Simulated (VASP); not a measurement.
# Ca2P (P6/mmm) in VASP: single point with PBE

Aim: the single point of Ca2P with PBE.

Everything below comes from runs of VASP 6.6.1. Logs are shortened: lines on timing, memory, paths and dates and some standing lists are left out, and cuts for length are marked.

## 1. The cell of the first run

The structure is hexagonal, space group P6/mmm (No. 191). Conventional cell: a = 7.132 Å, b = 7.132 Å, c = 4.038 Å, α = 90.00°, β = 90.00°, γ = 120.00°. Within 3.8 Å of Ca (site symmetry mmm) lie 4 P at 2.88 Å and 4 Ca at 3.57 Å. Within 5.3 Å of Ca (site symmetry 6/mmm) lie 14 Ca at 4.04 to 4.10 Å and 6 P at 4.12 Å. P (site symmetry -6m2) has 6 Ca at 2.88 Å within 3.8 Å.

The cell was built from a structure type or drawn by symmetry, and may not be a known phase.

## 2. Single point, PBE

Contents of INCAR:

```
PREC = Accurate
ENCUT = 520
EDIFF = 1E-7
ISMEAR = 0
SIGMA = 0.02
LREAL = False
LASPH = True
NELM = 80
ALGO = Normal
ISIF = 2
LWAVE = False
LCHARG = False
GGA = PE
NBANDS = 34
```

Contents of KPOINTS:

```
Automatic mesh
0
Gamma
  6 6 10
```

Contents of POSCAR:

```
Ca2P
1.0
    7.1317825131      0.0000000000      0.0000000000
   -3.5658912565      6.1763048306      0.0000000000
    0.0000000000      0.0000000000      4.0378919558
Ca P
4 2
Direct
    0.5000000000      0.5000000000      0.0000000000
    0.0000000000      0.5000000000      0.0000000000
    0.5000000000      0.0000000000      0.0000000000
    0.0000000000      0.0000000000      0.5000000000
    0.3333333333      0.6666666667      0.5000000000
    0.6666666667      0.3333333333      0.5000000000
```

Potentials or basis: VASP PAW PBE potentials, release 64 (Ca_sv, P).

Command:

```sh
> cat potpaw_PBE.64/Ca_sv/POTCAR potpaw_PBE.64/P/POTCAR > POTCAR
> mpirun -np 1 vasp_std > vasp.out
```

OUTCAR:

```text
PREC = Accurate
   ENCUT = 520
   EDIFF = 1E-7
   ISMEAR = 0
   LREAL = False
   LASPH = True
   NELM = 80
   ISIF = 2
   GGA = PE

 ion  position               nearest neighbor table
   1  0.500  0.500  0.000-   5 2.88   6 2.88   5 2.88   6 2.88
   2  0.000  0.500  0.000-   5 2.88   6 2.88   5 2.88   6 2.88
   3  0.500  0.000  0.000-   5 2.88   6 2.88   5 2.88   6 2.88
   4  0.000  0.000  0.500-
   5  0.333  0.667  0.500-   3 2.88   3 2.88   2 2.88   2 2.88   1 2.88   1 2.88
   6  0.667  0.333  0.500-   3 2.88   3 2.88   2 2.88   2 2.88   1 2.88   1 2.88

  LATTYP: Found a hexagonal cell.
 ALAT       =     7.1317825131
 C/A-ratio  =     0.5661827108

  Lattice vectors:

 A1 = (   7.1317825131,   0.0000000000,   0.0000000000)
 A2 = (  -3.5658912565,   6.1763048306,   0.0000000000)
 A3 = (   0.0000000000,   0.0000000000,   4.0378919558)

Analysis of symmetry for initial positions (statically):
=====================================================================
 Subroutine PRICEL returns:
 Original cell was already a primitive cell.

 Routine SETGRP: Setting up the symmetry group for a
 hexagonal supercell.

 Subroutine GETGRP returns: Found 24 space group operations
 (whereof 24 operations were pure point group operations)
 out of a pool of 24 trial point group operations.

The static configuration has the point symmetry D_6h.

Analysis of symmetry for dynamics (positions and initial velocities):
=====================================================================
 Subroutine PRICEL returns:
 Original cell was already a primitive cell.

 Routine SETGRP: Setting up the symmetry group for a
 hexagonal supercell.

 Subroutine GETGRP returns: Found 24 space group operations
 (whereof 24 operations were pure point group operations)
 out of a pool of 24 trial point group operations.

The dynamic configuration has the point symmetry D_6h.

 Subroutine INISYM returns: Found 24 space group operations
 (whereof 24 operations are pure point group operations),
 and found     1 'primitive' translations

----------------------------------------------------------------------------------------

                                     Primitive cell

  volume of cell :     177.8613

  direct lattice vectors                    reciprocal lattice vectors
     7.131782513  0.000000000  0.000000000     0.140217400  0.080954554  0.000000000
    -3.565891257  6.176304831  0.000000000     0.000000000  0.161909107  0.000000000
     0.000000000  0.000000000  4.037891956     0.000000000  0.000000000  0.247653977

  length of vectors
     7.131782513  7.131782513  4.037891956     0.161909107  0.161909107  0.247653977

  position of ions in fractional coordinates (direct lattice)
     0.500000000  0.500000000  0.000000000
     0.000000000  0.500000000  0.000000000
     0.500000000  0.000000000  0.000000000
     0.000000000  0.000000000  0.500000000
     0.333333333  0.666666667  0.500000000
     0.666666667  0.333333333  0.500000000

  ion indices of the primitive-cell ions
   primitive index   ion index
                 1           1
                 2           2
                 3           3
                 4           4
                 5           5
                 6           6

----------------------------------------------------------------------------------------

 KPOINTS: Automatic mesh

Automatic generation of k-mesh.
 Grid dimensions read from file:
 generate k-points for:    6    6   10

 Generating k-lattice:

  Cartesian coordinates                     Fractional coordinates (reciprocal lattice)
     0.023369567  0.013492426  0.000000000     0.166666667  0.000000000  0.000000000
     0.000000000  0.026984851  0.000000000     0.000000000  0.166666667  0.000000000
     0.000000000  0.000000000  0.024765398     0.000000000  0.000000000  0.100000000

  Length of vectors
     0.026984851  0.026984851  0.024765398

  Shift w.r.t. Gamma in fractional coordinates (k-lattice)
     0.000000000  0.000000000  0.000000000

 Subroutine IBZKPT returns following result:
 ===========================================

 Found     42 irreducible k-points:

 Following reciprocal coordinates:
            Coordinates               Weight
  0.000000  0.000000  0.000000      1.000000
  0.166667 -0.000000  0.000000      6.000000
  0.333333  0.000000  0.000000      6.000000
  0.500000  0.000000  0.000000      3.000000
  0.166667  0.166667  0.000000      6.000000
  0.333333  0.166667  0.000000     12.000000
[... 16 lines left out ...]
  0.166667 -0.000000  0.300000     12.000000
  0.333333  0.000000  0.300000     12.000000
 [... further k-points ...]
   k-points           NKPTS =     42   k-points in BZ     NKDIM =     42   number of bands    NBANDS=     34
   number of dos      NEDOS =    301   number of ions     NIONS =      6
   total plane-waves  NPLWV =  87480
   dimension x,y,z NGX =    54 NGY =   54 NGZ =   30
   dimension x,y,z NGXF=   108 NGYF=  108 NGZF=   60
   ions per type =               4   2
   NGX,Y,Z   is equivalent  to a cutoff of  12.59, 12.59, 12.35 a.u.
   NGXF,Y,Z  is equivalent  to a cutoff of  25.18, 25.18, 24.70 a.u.
 SYSTEM =  unknown system
   PREC   = accura    normal or accurate (medium, high low for compatibility)
   ISTART =      0    job   : 0-new  1-cont  2-samecut
   ICHARG =      2    charge: 1-file 2-atom 10-const
   ISPIN  =      1    spin polarized calculation?
   LNONCOLLINEAR =      F non collinear calculations
   LSORBIT =      F    spin-orbit coupling
   LASPH  =      T    aspherical Exc in radial PAW
   ENCUT  =  520.0 eV  38.22 Ry    6.18 a.u.  13.26 13.26  7.51*2*pi/ulx,y,z
   NELM   =     80;   NELMIN=  2; NELMDL= -5     # of ELM steps
   EDIFF  = 0.1E-06   stopping-criterion for ELM
   LREAL  =      F    real-space projection
   EDIFFG = 0.1E-05   stopping-criterion for IOM
   NSW    =      0    number of steps for IOM
   IBRION =     -1    ionic relax: 0-MD 1-quasi-New 2-CG
   NFREE  =      0    steps in history (QN), initial steepest desc. (CG)
   ISIF   =      2    stress and relaxation
   ISYM   =      2    0-nonsym 1-usesym 2-fastsym
   POTIM  = 0.5000    time-step for ionic-motion
   TEBEG  =    0.0;   TEEND  =   0.0 temperature during run
   PSTRESS=    0.0 pullay stress
   NELECT =      50.0000    total number of electrons
   NUPDOWN=      -1.0000    fix difference up-down
   EMIN   =  10.00;   EMAX   =-10.00  energy-range for DOS
   EFERMI =   0.00;   METHOD = LEGACY
   ISMEAR =     0;   SIGMA  =   0.02  broadening in eV -4-tet -1-fermi 0-gaus
   EFERMI_NEDOS =   21; number of points for ismear=-14 and -15
   IALGO  =     38    algorithm
   IMIX   =      4    mixing-type and parameters
     AMIX     =   0.40;   BMIX     =  1.00
     AMIX_MAG =   1.60;   BMIX_MAG =  1.00
  volume/ion in A,a.u.               =      29.64       200.04
  Fermi-wavevector in a.u.,A,eV,Ry     =   1.072435  2.026608 15.648291  1.150117
  Thomas-Fermi vector in A             =   2.208205
   LORBIT       =      0    0 simple, 1 ext, 2 COOP (PROOUT), +10 PAW based schemes
   GGA     = PE    functional components
   LHFCALC =     F    Hartree Fock is set to
   AEXX    =    0.0000 exact exchange contribution
   IVDW    =     0    specifies the selected vdW correction
   LEPSILON=     F    determine dielectric tensor
   LRPA    =     F    only Hartree local field effects (RPA)
 non-spin polarized calculation
 Gauss-broadening in eV      SIGMA  =   0.02
  energy-cutoff  :      520.00
  volume of cell :      177.86
 maximum number of plane-waves:      4828
 NGX is ok and might be reduce to    54
   NGX = 27   NGY = 27   NGZ = 15

 number of electron      49.9999999 magnetization

 Free energy of the ion-electron system (eV)
  ---------------------------------------------------
  ext. energy  EPLUGINS =         0.00000000
  ---------------------------------------------------
  free energy    TOTEN  =       -23.52568084 eV

  energy without entropy =      -23.52568084  energy(sigma->0) =      -23.52568084

 E-fermi :   3.1676     XC(G=0):  -8.5492

 val. band max:        2.9429340750   @ k =   0.5000   0.0000   0.5000
 cond. band min:       3.3659986442   @ k =   0.5000   0.0000   0.5000
 fundamental gap:      0.4230645691
 Fermi energy:         3.1676260397

 k-point     1 :       0.0000    0.0000    0.0000
  band No.  band energies     occupation
      1     -39.5584      2.00000
      2     -37.6696      2.00000
      3     -37.6448      2.00000
      4     -37.6448      2.00000
      5     -20.5502      2.00000
      6     -20.5502      2.00000
[... 26 lines left out ...]
     33       5.4608      0.00000
     34       5.6892      0.00000

 k-point     2 :       0.1667   -0.0000    0.0000
  band No.  band energies     occupation
      1     -39.5584      2.00000
      2     -37.6682      2.00000
      3     -37.6463      2.00000
      4     -37.6448      2.00000
      5     -20.5501      2.00000
      6     -20.5500      2.00000
[... 26 lines left out ...]
     33       5.4276      0.00000
     34       5.7356      0.00000

 k-point     3 :       0.3333    0.0000    0.0000
  band No.  band energies     occupation
      1     -39.5584      2.00000
      2     -37.6644      2.00000
      3     -37.6501      2.00000
      4     -37.6448      2.00000
      5     -20.5500      2.00000
      6     -20.5496      2.00000
[... 26 lines left out ...]
     33       5.6690      0.00000
     34       5.7248      0.00000
[... 704 lines left out ...]
 k-point    23 :       0.1667   -0.0000    0.3000
  band No.  band energies     occupation
      1     -39.5566      2.00000
      2     -37.6657      2.00000
      3     -37.6441      2.00000
      4     -37.6426      2.00000
      5     -20.5466      2.00000
      6     -20.5466      2.00000
[... 26 lines left out ...]
     33       5.6849      0.00000
     34       5.7408      0.00000

 k-point    24 :       0.3333    0.0000    0.3000
  band No.  band energies     occupation
      1     -39.5566      2.00000
      2     -37.6620      2.00000
      3     -37.6478      2.00000
      4     -37.6426      2.00000
      5     -20.5466      2.00000
      6     -20.5466      2.00000
[... 26 lines left out ...]
     33       5.7648      0.00000
     34       5.7943      0.00000

 [... further k-points ...]

------------------------ aborting loop because EDIFF is reached ----------------------------------------

  FORCE on cell =-STRESS in cart. coord.  units (eV):
  Direction    XX          YY          ZZ          XY          YZ          ZX
  --------------------------------------------------------------------------------------
  -------------------------------------------------------------------------------------
  Total        0.0656247      0.0656247      0.1331881      0.0000000      0.0000000      0.0000000
  in kB        0.5911486      0.5911486      1.1997601      0.0000000      0.0000000      0.0000000
  external PRESSURE =       0.7940191 kB  Pullay stress =       0.0000000 kB

 VOLUME and BASIS-vectors are now :
 -----------------------------------------------------------------------------
  energy-cutoff  :      520.00
  volume of cell :      177.86
      direct lattice vectors                 reciprocal lattice vectors
     7.131782513  0.000000000  0.000000000     0.140217400  0.080954554  0.000000000
    -3.565891257  6.176304831  0.000000000     0.000000000  0.161909107  0.000000000
     0.000000000  0.000000000  4.037891956     0.000000000  0.000000000  0.247653977

 POSITION                                       TOTAL-FORCE (eV/Angst)
 -----------------------------------------------------------------------------------
      1.78295      3.08815      0.00000        -0.000000      0.000000      0.000000
     -1.78295      3.08815      0.00000        -0.000000      0.000000      0.000000
      3.56589      0.00000      0.00000        -0.000000      0.000000      0.000000
      0.00000      0.00000      2.01895        -0.000000      0.000000      0.000000
     -0.00000      4.11754      2.01895        -0.000000      0.000000      0.000000
      3.56589      2.05877      2.01895         0.000000      0.000000      0.000000
 -----------------------------------------------------------------------------------
    total drift:                                0.000000     -0.000000      0.000000

  FREE ENERGIE OF THE ION-ELECTRON SYSTEM (eV)
  ---------------------------------------------------
  free  energy   TOTEN  =       -23.5256808384 eV

  energy  without entropy=      -23.5256808384  energy(sigma->0) =      -23.52568084
```

Wall time 5.2 min (1 thread of Intel Xeon Platinum 8488C (Sapphire Rapids), shared host); peak memory 0.4 GiB.

Results:

```yaml
Free_energy: -23.5257 eV
Pressure: 0.1 GPa
Band_gap_on_the_k_mesh: 0.42 eV
```

A k mesh can miss the band edges.
